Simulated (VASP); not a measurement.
# Al2P3 (P4/mbm) in VASP: relaxation of cell and atoms with PBE

Aim: the relaxation of cell and atoms of Al2P3 with PBE.

All numbers are computed with VASP 6.6.1; they aren't measurements. Logs are shortened: lines on timing, memory, paths and dates and some standing lists are left out, and cuts for length are marked.

## 1. The cell of the first run

It takes space group P4/mbm (No. 127, tetragonal). Conventional cell: a = 6.921 Å, b = 6.921 Å, c = 3.654 Å, α = 90.00°, β = 90.00°, γ = 90.00°. Within 3.0 Å of Al (site symmetry m2m) lie 1 Al at 2.30 Å and 8 P at 2.72 to 2.77 Å. Within 3.7 Å of P (site symmetry 4/m) lie 4 Al at 2.77 Å and 10 P at 3.14 to 3.65 Å. Within 3.7 Å of P (site symmetry m2m) lie 6 Al at 2.72 to 2.77 Å and 11 P at 3.14 to 3.65 Å.

## 2. Relaxation of cell and atoms, PBE

Input file INCAR:

```
PREC = Accurate ; ENCUT = 600
EDIFF = 1E-7 ; ISMEAR = 0
SIGMA = 0.1 ; LREAL = False
LASPH = True ; NELM = 100
ALGO = Normal ; ISIF = 3
LWAVE = False ; LCHARG = False
GGA = PE ; IBRION = 2
NSW = 90 ; EDIFFG = -0.04
```

Input file KPOINTS:

```
Automatic mesh
0
Gamma
  4 4 6
```

Input file POSCAR:

```
Al2P3
1.0
    6.9213785422      0.0000000000      0.0000000000
    0.0000000000      6.9213785422      0.0000000000
    0.0000000000      0.0000000000      3.6544878703
Al P
4 6
Direct
    0.3827000000      0.8827000000      0.0000000000
    0.1173000000      0.3827000000      0.0000000000
    0.6173000000      0.1173000000      0.0000000000
    0.8827000000      0.6173000000      0.0000000000
    0.0000000000      0.0000000000      0.0000000000
    0.5000000000      0.5000000000      0.0000000000
    0.1768000000      0.6768000000      0.5000000000
    0.3232000000      0.1768000000      0.5000000000
    0.8232000000      0.3232000000      0.5000000000
    0.6768000000      0.8232000000      0.5000000000
```

Potentials or basis: VASP PAW PBE potentials, release 64 (Al, P).

The run is started by

```console
$ cat potpaw_PBE.64/Al/POTCAR potpaw_PBE.64/P/POTCAR > POTCAR
$ mpirun -np 1 vasp_std > vasp.out
```

OUTCAR:

```text
PREC = Accurate
   ENCUT = 600
   EDIFF = 1E-7
   ISMEAR = 0
   LREAL = False
   LASPH = True
   NELM = 100
   ISIF = 3
   GGA = PE
   IBRION = 2
   NSW = 90
   EDIFFG = -0.04

 ion  position               nearest neighbor table
   1  0.383  0.883  0.000-   3 2.30   7 2.72   7 2.72  10 2.77   8 2.77   8 2.77  10 2.77   5 2.77
                             6 2.77
   2  0.117  0.383  0.000-   4 2.30   8 2.72   8 2.72   9 2.77   7 2.77   7 2.77   9 2.77   5 2.77
                             6 2.77
   3  0.617  0.117  0.000-   1 2.30   9 2.72   9 2.72  10 2.77   8 2.77   8 2.77  10 2.77   5 2.77
                             6 2.77
   4  0.883  0.617  0.000-   2 2.30  10 2.72  10 2.72   7 2.77   7 2.77   9 2.77   9 2.77   5 2.77
                             6 2.77
   5  0.000  0.000  0.000-   1 2.77   2 2.77   3 2.77   4 2.77
   6  0.500  0.500  0.000-   1 2.77   2 2.77   3 2.77   4 2.77
   7  0.177  0.677  0.500-   1 2.72   1 2.72   4 2.77   2 2.77   2 2.77   4 2.77
   8  0.323  0.177  0.500-   2 2.72   2 2.72   3 2.77   1 2.77   1 2.77   3 2.77
   9  0.823  0.323  0.500-   3 2.72   3 2.72   4 2.77   2 2.77   2 2.77   4 2.77
  10  0.677  0.823  0.500-   4 2.72   4 2.72   1 2.77   1 2.77   3 2.77   3 2.77

  LATTYP: Found a simple tetragonal cell.
 ALAT       =     6.9213785422
 C/A-ratio  =     0.5280000000

  Lattice vectors:

 A1 = (   6.9213785422,   0.0000000000,   0.0000000000)
 A2 = (   0.0000000000,   6.9213785422,   0.0000000000)
 A3 = (   0.0000000000,   0.0000000000,   3.6544878703)

Analysis of symmetry for initial positions (statically):
=====================================================================
 Subroutine PRICEL returns:
 Original cell was already a primitive cell.

 Routine SETGRP: Setting up the symmetry group for a
 simple tetragonal supercell.

 Subroutine GETGRP returns: Found 16 space group operations
 (whereof  8 operations were pure point group operations)
 out of a pool of 16 trial point group operations.

The static configuration has the point symmetry C_4h.
 The point group associated with its full space group is D_4h.

Analysis of symmetry for dynamics (positions and initial velocities):
=====================================================================
 Subroutine PRICEL returns:
 Original cell was already a primitive cell.

 Routine SETGRP: Setting up the symmetry group for a
 simple tetragonal supercell.

 Subroutine GETGRP returns: Found 16 space group operations
 (whereof  8 operations were pure point group operations)
 out of a pool of 16 trial point group operations.

The dynamic configuration has the point symmetry C_4h.
 The point group associated with its full space group is D_4h.

 Subroutine INISYM returns: Found 16 space group operations
 (whereof  8 operations are pure point group operations),
 and found     1 'primitive' translations

----------------------------------------------------------------------------------------

                                     Primitive cell

  volume of cell :     175.0700

  direct lattice vectors                    reciprocal lattice vectors
     6.921378542  0.000000000  0.000000000     0.144479888  0.000000000  0.000000000
     0.000000000  6.921378542  0.000000000     0.000000000  0.144479888  0.000000000
     0.000000000  0.000000000  3.654487870     0.000000000  0.000000000  0.273636152

  length of vectors
     6.921378542  6.921378542  3.654487870     0.144479888  0.144479888  0.273636152

  position of ions in fractional coordinates (direct lattice)
     0.382700000  0.882700000  0.000000000
     0.117300000  0.382700000  0.000000000
     0.617300000  0.117300000  0.000000000
     0.882700000  0.617300000  0.000000000
     0.000000000  0.000000000  0.000000000
     0.500000000  0.500000000  0.000000000
     0.176800000  0.676800000  0.500000000
     0.323200000  0.176800000  0.500000000
     0.823200000  0.323200000  0.500000000
     0.676800000  0.823200000  0.500000000

  ion indices of the primitive-cell ions
   primitive index   ion index
                 1           1
                 2           2
                 3           3
                 4           4
                 5           5
                 6           6
                 7           7
                 8           8
                 9           9
                10          10

----------------------------------------------------------------------------------------

 KPOINTS: Automatic mesh

Automatic generation of k-mesh.
 Grid dimensions read from file:
 generate k-points for:    4    4    6

 Generating k-lattice:

  Cartesian coordinates                     Fractional coordinates (reciprocal lattice)
     0.036119972  0.000000000  0.000000000     0.250000000  0.000000000  0.000000000
     0.000000000  0.036119972  0.000000000     0.000000000  0.250000000  0.000000000
     0.000000000  0.000000000  0.045606025     0.000000000  0.000000000  0.166666667

  Length of vectors
     0.036119972  0.036119972  0.045606025

  Shift w.r.t. Gamma in fractional coordinates (k-lattice)
     0.000000000  0.000000000  0.000000000

 Subroutine IBZKPT returns following result:
 ===========================================

 Found     24 irreducible k-points:

 Following reciprocal coordinates:
            Coordinates               Weight
  0.000000  0.000000  0.000000      1.000000
  0.250000  0.000000  0.000000      4.000000
  0.500000  0.000000  0.000000      2.000000
  0.250000  0.250000  0.000000      4.000000
  0.500000  0.250000  0.000000      4.000000
  0.500000  0.500000  0.000000      1.000000
[... 16 lines left out ...]
  0.500000  0.250000  0.500000      4.000000
  0.500000  0.500000  0.500000      1.000000
   k-points           NKPTS =     24   k-points in BZ     NKDIM =     24   number of bands    NBANDS=     27
   number of dos      NEDOS =    301   number of ions     NIONS =     10
   total plane-waves  NPLWV =  94080
   dimension x,y,z NGX =    56 NGY =   56 NGZ =   30
   dimension x,y,z NGXF=   112 NGYF=  112 NGZF=   60
   ions per type =               4   6
   NGX,Y,Z   is equivalent  to a cutoff of  13.45, 13.45, 13.65 a.u.
   NGXF,Y,Z  is equivalent  to a cutoff of  26.90, 26.90, 27.29 a.u.
 SYSTEM =  unknown system
   PREC   = accura    normal or accurate (medium, high low for compatibility)
   ISTART =      0    job   : 0-new  1-cont  2-samecut
   ICHARG =      2    charge: 1-file 2-atom 10-const
   ISPIN  =      1    spin polarized calculation?
   LNONCOLLINEAR =      F non collinear calculations
   LSORBIT =      F    spin-orbit coupling
   LASPH  =      T    aspherical Exc in radial PAW
   ENCUT  =  600.0 eV  44.10 Ry    6.64 a.u.  13.82 13.82  7.30*2*pi/ulx,y,z
   NELM   =    100;   NELMIN=  2; NELMDL= -5     # of ELM steps
   EDIFF  = 0.1E-06   stopping-criterion for ELM
   LREAL  =      F    real-space projection
   EDIFFG = -.4E-01   stopping-criterion for IOM
   NSW    =     90    number of steps for IOM
   IBRION =      2    ionic relax: 0-MD 1-quasi-New 2-CG
   NFREE  =      1    steps in history (QN), initial steepest desc. (CG)
   ISIF   =      3    stress and relaxation
   ISYM   =      2    0-nonsym 1-usesym 2-fastsym
   POTIM  = 0.5000    time-step for ionic-motion
   TEBEG  =    0.0;   TEEND  =   0.0 temperature during run
   PSTRESS=    0.0 pullay stress
   NELECT =      42.0000    total number of electrons
   NUPDOWN=      -1.0000    fix difference up-down
   EMIN   =  10.00;   EMAX   =-10.00  energy-range for DOS
   EFERMI =   0.00;   METHOD = LEGACY
   ISMEAR =     0;   SIGMA  =   0.10  broadening in eV -4-tet -1-fermi 0-gaus
   EFERMI_NEDOS =   21; number of points for ismear=-14 and -15
   IALGO  =     38    algorithm
   IMIX   =      4    mixing-type and parameters
     AMIX     =   0.40;   BMIX     =  1.00
     AMIX_MAG =   1.60;   BMIX_MAG =  1.00
  volume/ion in A,a.u.               =      17.51       118.14
  Fermi-wavevector in a.u.,A,eV,Ry     =   1.017234  1.922293 14.078821  1.034764
  Thomas-Fermi vector in A             =   2.150623
   LORBIT       =      0    0 simple, 1 ext, 2 COOP (PROOUT), +10 PAW based schemes
   GGA     = PE    functional components
   LHFCALC =     F    Hartree Fock is set to
   AEXX    =    0.0000 exact exchange contribution
   IVDW    =     0    specifies the selected vdW correction
   LEPSILON=     F    determine dielectric tensor
   LRPA    =     F    only Hartree local field effects (RPA)
 conjugate gradient relaxation of ions
 non-spin polarized calculation
 Gauss-broadening in eV      SIGMA  =   0.10
  energy-cutoff  :      600.00
  volume of cell :      175.07
 maximum number of plane-waves:      5888
 NGX is ok and might be reduce to    56
   NGX = 27   NGY = 27   NGZ = 15

--------------------------------------- Ionic step        1  -------------------------------------------

 number of electron      42.0000002 magnetization

 Free energy of the ion-electron system (eV)
  ---------------------------------------------------
  ext. energy  EPLUGINS =         0.00000000
  ---------------------------------------------------
  free energy    TOTEN  =       -43.34066848 eV

  energy without entropy =      -43.31160538  energy(sigma->0) =      -43.32613693

------------------------ aborting loop because EDIFF is reached ----------------------------------------

  FORCE on cell =-STRESS in cart. coord.  units (eV):
  Direction    XX          YY          ZZ          XY          YZ          ZX
  --------------------------------------------------------------------------------------
  -------------------------------------------------------------------------------------
  Total       -3.9355248     -3.9355248    -11.6045320      0.0000000      0.0000000      0.0000000
  in kB      -36.0165002    -36.0165002   -106.2004814      0.0000000      0.0000000      0.0000000
  external PRESSURE =     -59.4111606 kB  Pullay stress =       0.0000000 kB
[... 113 lines left out ...]
  FREE ENERGIE OF THE ION-ELECTRON SYSTEM (eV)
  ---------------------------------------------------
  free  energy   TOTEN  =       -44.9981534560 eV

  energy  without entropy=      -44.9690212244  energy(sigma->0) =      -44.98358734

[... ionic steps 4 to 10 ...]

--------------------------------------- Ionic step       11  -------------------------------------------

 number of electron      42.0000000 magnetization

------------------------ aborting loop because EDIFF is reached ----------------------------------------

  FORCE on cell =-STRESS in cart. coord.  units (eV):
  Direction    XX          YY          ZZ          XY          YZ          ZX
  --------------------------------------------------------------------------------------
  -------------------------------------------------------------------------------------
  Total        1.0014446      1.0014446     -0.7618219      0.0000000     -0.0000000      0.0000000
  in kB       10.3348911     10.3348911     -7.8619892      0.0000000     -0.0000000      0.0000000
  external PRESSURE =       4.2692643 kB  Pullay stress =       0.0000000 kB
[... 73 lines left out ...]
  energy  without entropy=      -45.3007255516  energy(sigma->0) =      -45.31000350

--------------------------------------- Ionic step       13  -------------------------------------------

 number of electron      42.0000001 magnetization

 Free energy of the ion-electron system (eV)
  ---------------------------------------------------
  ext. energy  EPLUGINS =         0.00000000
  ---------------------------------------------------
  free energy    TOTEN  =       -45.32239358 eV

  energy without entropy =      -45.30052024  energy(sigma->0) =      -45.31145691

 E-fermi :   8.3375     XC(G=0): -10.7898

 val. band max:        8.3195950092   @ k =   0.2500   0.2500   0.3333
 cond. band min:       8.3792352680   @ k =   0.2500   0.0000   0.3333
 fundamental gap:      0.0596402589
 Fermi energy:         8.3375430486

 k-point     1 :       0.0000    0.0000    0.0000
  band No.  band energies     occupation
      1      -5.7574      2.00000
      2      -3.3727      2.00000
      3      -2.9633      2.00000
      4      -2.9633      2.00000
      5      -2.9559      2.00000
      6      -0.9442      2.00000
[... 746 lines left out ...]
  FREE ENERGIE OF THE ION-ELECTRON SYSTEM (eV)
  ---------------------------------------------------
  free  energy   TOTEN  =       -45.3223935818 eV

  energy  without entropy=      -45.3005202409  energy(sigma->0) =      -45.31145691

 reached required accuracy - stopping structural energy minimisation
```

Wall time 17 min (1 thread of Intel Xeon 6975P-C (Granite Rapids), shared host); peak memory 0.37 GiB.

What came out:

```
Free energy                           : -45.3224 eV
Relaxed volume                        : 15.56 Å³/atom
Relaxed cell                          : a = 6.793 Å, b = 6.793 Å, c = 3.372 Å, α = 90.00°, β = 90.00°, γ = 90.00°
Space group after relaxing (to 0.1 Å) : P4/mbm (No. 127)
Energy gained by relaxing             : 198.2 meV/atom
Ionic steps                           : 13
Pressure after relaxing               : 0.2 GPa
Largest force after relaxing          : 0.018 eV/Å
Band gap on the k mesh                : zero (bands 21 and 22 overlap by 3.68 eV)
```

Forces in eV/Å, atoms in the order of the input:
```
Al  -0.013 -0.013  0.000
Al   0.013 -0.013  0.000
Al   0.013  0.013  0.000
Al  -0.013  0.013  0.000
P    0.000  0.000  0.000
P    0.000  0.000  0.000
P   -0.001 -0.001  0.000
P    0.001 -0.001  0.000
P    0.001  0.001  0.000
P   -0.001  0.001  0.000
```

Step by step:
| step | energy change (eV) | largest force (eV/Å) | pressure (GPa) | volume (Å³) |
| --- | --- | --- | --- | --- |
| 1 | 0.0000 | 3.1530 | -5.94 | 175.07 |
| 2 | -1.6017 | 0.6469 | -1.04 | 159.05 |
| 3 | -1.6575 | 0.6248 | 1.26 | 155.33 |
| 4 | -1.6582 | 0.5994 | 0.99 | 155.71 |
| 5 | -1.7373 | 0.4934 | -0.35 | 157.52 |
| 6 | -1.8166 | 0.2876 | -3.19 | 161.94 |
| 7 | -1.8605 | 0.2626 | -2.72 | 160.86 |
| 8 | -1.9518 | 0.1374 | -1.05 | 157.62 |
| 9 | -1.9155 | 0.1363 | 3.35 | 151.29 |
| 10 | -1.9730 | 0.0334 | 0.52 | 155.12 |
| 11 | -1.9730 | 0.0330 | 0.43 | 155.25 |
| 12 | -1.9786 | 0.0270 | 0.31 | 155.39 |
| 13 | -1.9817 | 0.0178 | 0.16 | 155.59 |

Final structure:
```
Al P
1.0
     6.79335    0.00000    0.00000
     0.00000    6.79335    0.00000
     0.00000    0.00000    3.37151
Al P
4 6
Direct
  0.35193 0.85193 0.00000
  0.14807 0.35193 0.00000
  0.64807 0.14807 0.00000
  0.85193 0.64807 0.00000
  0.00000 0.00000 0.00000
  0.50000 0.50000 0.00000
  0.15304 0.65304 0.50000
  0.34696 0.15304 0.50000
  0.84696 0.34696 0.50000
  0.65304 0.84696 0.50000
```

The gap in the log of VASP goes by the Fermi energy; the results here count the filled bands.